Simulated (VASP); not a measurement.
# BN in VASP: a series of runs

BN is run at these levels: PBE+D3(BJ); tasks: single point.

Program: VASP 6.6.1. These are calculated values, not measurements. Logs are shortened: lines on timing, memory, paths and dates and some standing lists are left out, and cuts for length are marked.

**1. The cell of the first run**

The cell holds a slab with vacuum, 2 atoms: a = 2.577 Å, b = 2.577 Å, c = 26.000 Å, α = 90.00°, β = 90.00°, γ = 120.00°.

**2. Single point, PBE+D3(BJ)**

INCAR reads:

```
PREC = Accurate
ENCUT = 520
EDIFF = 1E-6
ISMEAR = 0
SIGMA = 0.02
LREAL = False
LASPH = True
NELM = 80
ALGO = Normal
ISIF = 2
LWAVE = False
LCHARG = True
LDIPOL = True
IDIPOL = 3
DIPOL = 0.5 0.5 0.500
GGA = PE
IVDW = 12
LELF = True
LVHAR = True
LVACPOTAV = True
NBANDS = 11
```

KPOINTS reads:

```
Automatic mesh
0
Gamma
  12 12 1
```

POSCAR reads:

```
BN
1.0
    2.5770000000      0.0000000000      0.0000000000
   -1.2885000000      2.2317474655      0.0000000000
    0.0000000000      0.0000000000     26.0000000000
B N
1 1
Direct
    0.0000000000      0.0000000000      0.5055000000
    0.6666666667      0.3333333333      0.4945000000
```

Potentials or basis: VASP PAW PBE potentials, release 64 (B, N).

Run with:

```bash
$ cat potpaw_PBE.64/B/POTCAR potpaw_PBE.64/N/POTCAR > POTCAR
$ mpirun -np 1 vasp_std > vasp.out
```

OUTCAR:

```text
PREC = Accurate
   ENCUT = 520
   EDIFF = 1E-6
   ISMEAR = 0
   LREAL = False
   LASPH = True
   NELM = 80
   ISIF = 2
   GGA = PE
   IVDW = 12
 IVDW          = 12

 ion  position               nearest neighbor table
   1  0.000  0.000  0.505-   2 1.52   2 1.52   2 1.52
   2  0.667  0.333  0.495-   1 1.52   1 1.52   1 1.52

  LATTYP: Found a hexagonal cell.
 ALAT       =     2.5770000000
 C/A-ratio  =    10.0892510671

  Lattice vectors:

 A1 = (   2.5770000000,   0.0000000000,   0.0000000000)
 A2 = (  -1.2885000000,   2.2317474655,   0.0000000000)
 A3 = (   0.0000000000,   0.0000000000,  26.0000000000)

Analysis of symmetry for initial positions (statically):
=====================================================================
 Subroutine PRICEL returns:
 Original cell was already a primitive cell.

 Routine SETGRP: Setting up the symmetry group for a
 hexagonal supercell.

 Subroutine GETGRP returns: Found  6 space group operations
 (whereof  6 operations were pure point group operations)
 out of a pool of 24 trial point group operations.

The static configuration has the point symmetry C_3v.

Analysis of symmetry for dynamics (positions and initial velocities):
=====================================================================
 Subroutine PRICEL returns:
 Original cell was already a primitive cell.

 Routine SETGRP: Setting up the symmetry group for a
 hexagonal supercell.

 Subroutine GETGRP returns: Found  6 space group operations
 (whereof  6 operations were pure point group operations)
 out of a pool of 24 trial point group operations.

The dynamic configuration has the point symmetry C_3v.

 Subroutine INISYM returns: Found  6 space group operations
 (whereof  6 operations are pure point group operations),
 and found     1 'primitive' translations

----------------------------------------------------------------------------------------

                                     Primitive cell

  volume of cell :     149.5315

  direct lattice vectors                    reciprocal lattice vectors
     2.577000000  0.000000000  0.000000000     0.388048118  0.224039685  0.000000000
    -1.288500000  2.231747465  0.000000000     0.000000000  0.448079371  0.000000000
     0.000000000  0.000000000 26.000000000     0.000000000  0.000000000  0.038461538

  length of vectors
     2.577000000  2.577000000 26.000000000     0.448079371  0.448079371  0.038461538

  position of ions in fractional coordinates (direct lattice)
     0.000000000  0.000000000  0.505500000
     0.666666667  0.333333333  0.494500000

  ion indices of the primitive-cell ions
   primitive index   ion index
                 1           1
                 2           2

----------------------------------------------------------------------------------------

 KPOINTS: Automatic mesh

Automatic generation of k-mesh.
 Grid dimensions read from file:
 generate k-points for:   12   12    1

 Generating k-lattice:

  Cartesian coordinates                     Fractional coordinates (reciprocal lattice)
     0.032337343  0.018669974  0.000000000     0.083333333  0.000000000  0.000000000
     0.000000000  0.037339948  0.000000000     0.000000000  0.083333333  0.000000000
     0.000000000  0.000000000  0.038461538     0.000000000  0.000000000  1.000000000

  Length of vectors
     0.037339948  0.037339948  0.038461538

  Shift w.r.t. Gamma in fractional coordinates (k-lattice)
     0.000000000  0.000000000  0.000000000

 Subroutine IBZKPT returns following result:
 ===========================================

 Found     19 irreducible k-points:

 Following reciprocal coordinates:
            Coordinates               Weight
  0.000000  0.000000  0.000000      1.000000
  0.083333 -0.000000  0.000000      6.000000
  0.166667  0.000000  0.000000      6.000000
  0.250000  0.000000  0.000000      6.000000
  0.333333  0.000000  0.000000      6.000000
  0.416667  0.000000  0.000000      6.000000
[... 11 lines left out ...]
  0.333333  0.250000  0.000000     12.000000
  0.333333  0.333333  0.000000      2.000000
   k-points           NKPTS =     19   k-points in BZ     NKDIM =     19   number of bands    NBANDS=     11
   number of dos      NEDOS =    301   number of ions     NIONS =      2
   total plane-waves  NPLWV =  78400
   dimension x,y,z NGX =    20 NGY =   20 NGZ =  196
   dimension x,y,z NGXF=    40 NGYF=   40 NGZF=  392
   ions per type =               1   1
   NGX,Y,Z   is equivalent  to a cutoff of  12.90, 12.90, 12.53 a.u.
   NGXF,Y,Z  is equivalent  to a cutoff of  25.80, 25.80, 25.06 a.u.
 SYSTEM =  unknown system
   PREC   = accura    normal or accurate (medium, high low for compatibility)
   ISTART =      0    job   : 0-new  1-cont  2-samecut
   ICHARG =      2    charge: 1-file 2-atom 10-const
   ISPIN  =      1    spin polarized calculation?
   LNONCOLLINEAR =      F non collinear calculations
   LSORBIT =      F    spin-orbit coupling
   LASPH  =      T    aspherical Exc in radial PAW
   ENCUT  =  520.0 eV  38.22 Ry    6.18 a.u.   4.79  4.79 48.34*2*pi/ulx,y,z
   NELM   =     80;   NELMIN=  2; NELMDL= -5     # of ELM steps
   EDIFF  = 0.1E-05   stopping-criterion for ELM
   LREAL  =      F    real-space projection
   EDIFFG = 0.1E-04   stopping-criterion for IOM
   NSW    =      0    number of steps for IOM
   IBRION =     -1    ionic relax: 0-MD 1-quasi-New 2-CG
   NFREE  =      0    steps in history (QN), initial steepest desc. (CG)
   ISIF   =      2    stress and relaxation
   ISYM   =      2    0-nonsym 1-usesym 2-fastsym
   POTIM  = 0.5000    time-step for ionic-motion
   TEBEG  =    0.0;   TEEND  =   0.0 temperature during run
   PSTRESS=    0.0 pullay stress
   NELECT =       8.0000    total number of electrons
   NUPDOWN=      -1.0000    fix difference up-down
   EMIN   =  10.00;   EMAX   =-10.00  energy-range for DOS
   EFERMI =   0.00;   METHOD = LEGACY
   ISMEAR =     0;   SIGMA  =   0.02  broadening in eV -4-tet -1-fermi 0-gaus
   EFERMI_NEDOS =   21; number of points for ismear=-14 and -15
   IALGO  =     38    algorithm
   IMIX   =      4    mixing-type and parameters
     AMIX     =   0.40;   BMIX     =  1.00
     AMIX_MAG =   1.60;   BMIX_MAG =  1.00
  volume/ion in A,a.u.               =      74.77       504.54
  Fermi-wavevector in a.u.,A,eV,Ry     =   0.616870  1.165716  5.177412  0.380529
  Thomas-Fermi vector in A             =   1.674753
   LORBIT       =      0    0 simple, 1 ext, 2 COOP (PROOUT), +10 PAW based schemes
   GGA     = PE    functional components
   LHFCALC =     F    Hartree Fock is set to
   AEXX    =    0.0000 exact exchange contribution
   IVDW    =    12    specifies the selected vdW correction
   LEPSILON=     F    determine dielectric tensor
   LRPA    =     F    only Hartree local field effects (RPA)
 non-spin polarized calculation
 Gauss-broadening in eV      SIGMA  =   0.02
  energy-cutoff  :      520.00
  volume of cell :      149.53
 maximum number of plane-waves:      4046
 NGX is ok and might be reduce to    20
   NGX =  9   NGY =  9   NGZ = 97

 number of electron       8.0000000 magnetization

 dipolmoment           0.000000      0.000000     -0.062131 electrons x Angstroem

 Free energy of the ion-electron system (eV)
  ---------------------------------------------------
  ext. energy  EPLUGINS =         0.00000000
  ---------------------------------------------------
  free energy    TOTEN  =       -16.93169444 eV

  energy without entropy =      -16.93169444  energy(sigma->0) =      -16.93169444

 E-fermi :  -4.8741     XC(G=0):  -1.6589

 val. band max:       -5.0221892567   @ k =   0.3333   0.3333   0.0000
 cond. band min:      -1.2362009192   @ k =   0.0000   0.0000   0.0000
 fundamental gap:      3.7859883375
 Fermi energy:        -4.8741188982

 k-point     1 :       0.0000    0.0000    0.0000
  band No.  band energies     occupation
      1     -21.9440      2.00000
      2      -9.7159      2.00000
      3      -5.8654      2.00000
      4      -5.8654      2.00000
      5      -1.2362      0.00000
      6       0.2006      0.00000
      7       0.8190      0.00000
      8       1.6038      0.00000
      9       1.9440      0.00000
     10       2.6479      0.00000
     11       2.9953      0.00000

 k-point     2 :       0.0833   -0.0000    0.0000
  band No.  band energies     occupation
      1     -21.8166      2.00000
      2      -9.5533      2.00000
      3      -6.4355      2.00000
      4      -6.1002      2.00000
      5      -1.0437      0.00000
      6       0.4085      0.00000
      7       1.0247      0.00000
      8       1.8117      0.00000
      9       2.1428      0.00000
     10       2.8370      0.00000
     11       3.2011      0.00000

 k-point     3 :       0.1667    0.0000    0.0000
  band No.  band energies     occupation
      1     -21.4417      2.00000
      2      -9.0789      2.00000
      3      -7.8364      2.00000
      4      -6.6736      2.00000
      5      -0.5349      0.00000
      6       1.0252      0.00000
      7       1.6215      0.00000
      8       2.4302      0.00000
      9       2.7124      0.00000
     10       3.3709      0.00000
     11       3.8014      0.00000
[... 197 lines left out ...]
 k-point    18 :       0.3333    0.2500    0.0000
  band No.  band energies     occupation
      1     -18.6977      2.00000
      2     -12.3836      2.00000
      3     -10.8723      2.00000
      4      -5.2934      2.00000
      5      -0.8545      0.00000
      6       5.8712      0.00000
      7       7.2216      0.00000
      8       7.9543      0.00000
      9       8.4015      0.00000
     10       8.9296      0.00000
     11       9.1564      0.00000

 k-point    19 :       0.3333    0.3333    0.0000
  band No.  band energies     occupation
      1     -18.5252      2.00000
      2     -11.9295      2.00000
      3     -11.7742      2.00000
      4      -5.0222      2.00000
      5      -0.9904      0.00000
      6       5.8444      0.00000
      7       8.4254      0.00000
      8       8.6369      0.00000
      9       9.7459      0.00000
     10      10.0037      0.00000
     11      10.2482      0.00000

------------------------ aborting loop because EDIFF is reached ----------------------------------------

 Edisp (eV)   -0.14554

 E8    (eV) :    -0.0467

  FORCE on cell =-STRESS in cart. coord.  units (eV):
  Direction    XX          YY          ZZ          XY          YZ          ZX
  --------------------------------------------------------------------------------------
  -------------------------------------------------------------------------------------
  Total      -2.99074    -2.99074    -1.20041     0.00000     0.00000     0.00000
  in kB     -32.04473   -32.04473   -12.86200     0.00000     0.00000     0.00000
  external pressure =      -25.65 kB  Pullay stress =        0.00 kB

 VOLUME and BASIS-vectors are now :
 -----------------------------------------------------------------------------
  energy-cutoff  :      520.00
  volume of cell :      149.53
      direct lattice vectors                 reciprocal lattice vectors
     2.577000000  0.000000000  0.000000000     0.388048118  0.224039685  0.000000000
    -1.288500000  2.231747465  0.000000000     0.000000000  0.448079371  0.000000000
     0.000000000  0.000000000 26.000000000     0.000000000  0.000000000  0.038461538

 POSITION                                       TOTAL-FORCE (eV/Angst)
 -----------------------------------------------------------------------------------
      0.00000      0.00000     13.14300         0.000000     -0.000000     -4.146449
      1.28850      0.74392     12.85700        -0.000000      0.000000      4.146449
 -----------------------------------------------------------------------------------
    total drift:                               -0.000000      0.000000     -0.000185

  FREE ENERGIE OF THE ION-ELECTRON SYSTEM (eV)
  ---------------------------------------------------
  free  energy   TOTEN  =       -17.0772343165 eV

  energy  without entropy=      -17.0772343165  energy(sigma->0) =      -17.07723432

 vacuum level on the upper side and lower side of the slab         0.031         1.987
```

Run time: 36 s. Hardware: 1 thread of AMD EPYC 7R13 (Zen 3), shared host; peak memory 0.24 GiB.

Results:

| Property | Result |
| --- | --- |
| Free energy | -17.0772 eV |
| Largest force | 4.146 eV/Å |
| Band gap on the k mesh | 3.79 eV (least direct gap 4.03 eV) |
| Dispersion energy per atom | -0.073 eV |

Forces in eV/Å, atoms in the order of the input:
```
B    0.000  0.000 -4.146
N    0.000  0.000  4.146
```

**3. Single point, PBE+D3(BJ)**

INCAR reads:

```
SYSTEM = BN
ALGO     = Normal         ! electronic algorithm
DIPOL    = 0.5 0.5 0.500
EDIFF    = 1E-6           ! SCF threshold, eV
ENCUT    = 520            ! plane-wave cutoff, eV
GGA      = PE             ! functional
IDIPOL   = 3            
ISIF     = 2              ! what is computed and relaxed
ISMEAR   = 0              ! smearing method
IVDW     = 12             ! dispersion correction
LASPH    = .TRUE.         ! aspherical terms in the spheres
LCHARG   = .FALSE.        ! write CHGCAR
LDIPOL   = .TRUE.       
LREAL    = .FALSE.        ! projectors in reciprocal space
LWAVE    = .FALSE.        ! write WAVECAR
NBANDS   = 11             ! bands
NELM     = 60             ! most SCF steps
PREC     = Accurate       ! precision mode
SIGMA    = 0.02           ! smearing width, eV
```

KPOINTS reads:

```
k-points
0
G
  12 12 1
  0 0 0
```

POSCAR reads:

```
BN
1.0
    2.5770000000      0.0000000000      0.0000000000
   -1.2885000000      2.2317474655      0.0000000000
    0.0000000000      0.0000000000     26.0000000000
B N
1 1
Direct
    0.0000000000      0.0000000000      0.5109807692
    0.6666666667      0.3333333333      0.4890192308
```

Potentials or basis: VASP PAW PBE potentials, release 64 (B, N).

Run with:

```bash
$ cat potpaw_PBE.64/B/POTCAR potpaw_PBE.64/N/POTCAR > POTCAR
$ mpirun -np 1 vasp_std > vasp.out
```

OUTCAR:

```text
SYSTEM = BN
   EDIFF = 1E-6
   ENCUT = 520
   GGA = PE
   ISIF = 2
   ISMEAR = 0
   IVDW = 12
   LASPH = .TRUE.
   LREAL = .FALSE.
   NELM = 60
   PREC = Accurate
 IVDW          = 12

 ion  position               nearest neighbor table
   1  0.000  0.000  0.511-   2 1.59   2 1.59   2 1.59
   2  0.667  0.333  0.489-   1 1.59   1 1.59   1 1.59

  LATTYP: Found a hexagonal cell.
 ALAT       =     2.5770000000
 C/A-ratio  =    10.0892510671

  Lattice vectors:

 A1 = (   2.5770000000,   0.0000000000,   0.0000000000)
[... 450 lines left out ...]

 Edisp (eV)   -0.14438

 E8    (eV) :    -0.0463

  FORCE on cell =-STRESS in cart. coord.  units (eV):
  Direction    XX          YY          ZZ          XY          YZ          ZX
  --------------------------------------------------------------------------------------
  -------------------------------------------------------------------------------------
  Total      -2.41004    -2.41004    -4.61334     0.00000     0.00000    -0.00000
  in kB     -25.82276   -25.82276   -49.43031     0.00000     0.00000    -0.00000
  external pressure =      -33.69 kB  Pullay stress =        0.00 kB

 VOLUME and BASIS-vectors are now :
 -----------------------------------------------------------------------------
  energy-cutoff  :      520.00
  volume of cell :      149.53
      direct lattice vectors                 reciprocal lattice vectors
     2.577000000  0.000000000  0.000000000     0.388048118  0.224039685  0.000000000
    -1.288500000  2.231747465  0.000000000     0.000000000  0.448079371  0.000000000
     0.000000000  0.000000000 26.000000000     0.000000000  0.000000000  0.038461538

 POSITION                                       TOTAL-FORCE (eV/Angst)
 -----------------------------------------------------------------------------------
      0.00000      0.00000     13.28550         0.000000     -0.000000     -8.060842
      1.28850      0.74392     12.71450        -0.000000      0.000000      8.060842
 -----------------------------------------------------------------------------------
    total drift:                               -0.000000      0.000000     -0.000030

  FREE ENERGIE OF THE ION-ELECTRON SYSTEM (eV)
  ---------------------------------------------------
  free  energy   TOTEN  =       -15.3287057342 eV

  energy  without entropy=      -15.3287057342  energy(sigma->0) =      -15.32870573

 vacuum level on the upper side and lower side of the slab        -0.582         2.537
```

stdout:

```text
POSCAR found type information on POSCAR B N
 POSCAR found :  2 types and       2 ions
 scaLAPACK will be used
 LDA part: xc-table for (Slater+PW92), standard interpolation
 POSCAR, INCAR and KPOINTS ok, starting setup
 FFT: planning ... GRIDC
 FFT: planning ... GRID_SOFT
 FFT: planning ... GRID
 WAVECAR not read
 entering main loop
```

It took 35 s on 1 thread of AMD EPYC 7R13 (Zen 3), shared host; peak memory 0.23 GiB.

Results:

```yaml
Free_energy: -15.3287 eV
Largest_force: 8.061 eV/Å
Band_gap_on_the_k_mesh: 1.81 eV
Dispersion_energy_per_atom: -0.072 eV
```

Forces in eV/Å, atoms in the order of the input:
```
B    0.000  0.000 -8.061
N    0.000  0.000  8.061
```

**4. Single point, PBE+D3(BJ)**

This run uses another cell than the first one.

INCAR reads:

```
  ALGO = Normal
  DIPOL = 0.5 0.5 0.500
  EDIFF = 1E-6
  ENCUT = 520
  GGA = PE
  IDIPOL = 3
  ISIF = 2
  ISMEAR = 0
  IVDW = 12
  LASPH = True
  LCHARG = False
  LDIPOL = True
  LREAL = False
  LWAVE = False
  NBANDS = 11
  NELM = 60
  PREC = Accurate
  SIGMA = 0.02
```

KPOINTS reads:

```
k-points
0
Gamma
  12 12 1
```

POSCAR reads:

```
BN
1.0
    2.4800000000      0.0000000000      0.0000000000
   -1.2400000000      2.1477430014      0.0000000000
    0.0000000000      0.0000000000     26.0000000000
B N
1 1
Direct
    0.0000000000      0.0000000000      0.5164807692
    0.6666666667      0.3333333333      0.4835192308
```

Run with:

```bash
$ cat potpaw_PBE.64/B/POTCAR potpaw_PBE.64/N/POTCAR > POTCAR
$ mpirun -np 1 vasp_std > vasp.out
```

Run time: 27 s. Hardware: 1 thread of AMD EPYC 9R45 (Zen 5), shared host; peak memory 0.21 GiB.

It converged, with:

| Property | Result |
| --- | --- |
| Free energy | -12.7493 eV |
| Largest force | 8.651 eV/Å |
| Band gap on the k mesh | zero (bands 4 and 5 overlap by 0.80 eV) |
| Dispersion energy per atom | -0.077 eV |

Forces in eV/Å, atoms in the order of the input:
```
B    0.000  0.000 -8.651
N    0.000  0.000  8.651
```

Levels at points of the mesh, in eV from the Fermi level:
| k point | band 1 | band 2 | band 3 | band 4 | band 5 | band 6 | band 7 | band 8 |
| --- | --- | --- | --- | --- | --- | --- | --- | --- |
| (0.00, 0.00, 0.00) | -17.79 | -6.95 | -0.70 | 0.74 | 0.74 | 3.78 | 4.62 | 5.61 |
| (0.50, 0.00, 0.00) | -14.09 | -8.34 | -2.75 | -1.83 | 0.46 | 5.40 | 10.17 | 10.32 |

**5. Overview**

```csv
cell,gap on the mesh (eV),largest force (eV/Å)
"a = 2.577, b = 2.577, c = 26.000 Å, angles 90.0, 90.0, 120.0°, 2 atoms, atomic positions A",3.79,4.15
"a = 2.577, b = 2.577, c = 26.000 Å, angles 90.0, 90.0, 120.0°, 2 atoms, atomic positions B",1.81,8.06
"a = 2.480, b = 2.480, c = 26.000 Å, angles 90.0, 90.0, 120.0°, 2 atoms, atomic positions C",none,8.65
```

Alike in all rows: task single point; level PBE+D3(BJ); potentials or basis VASP PAW PBE potentials, release 64 (B, N); no spin polarisation; k mesh 12 × 12 × 1; cutoff (eV) 520; smearing gaussian 0.02 eV.

Absolute energies hang on the potentials; compare differences alone.
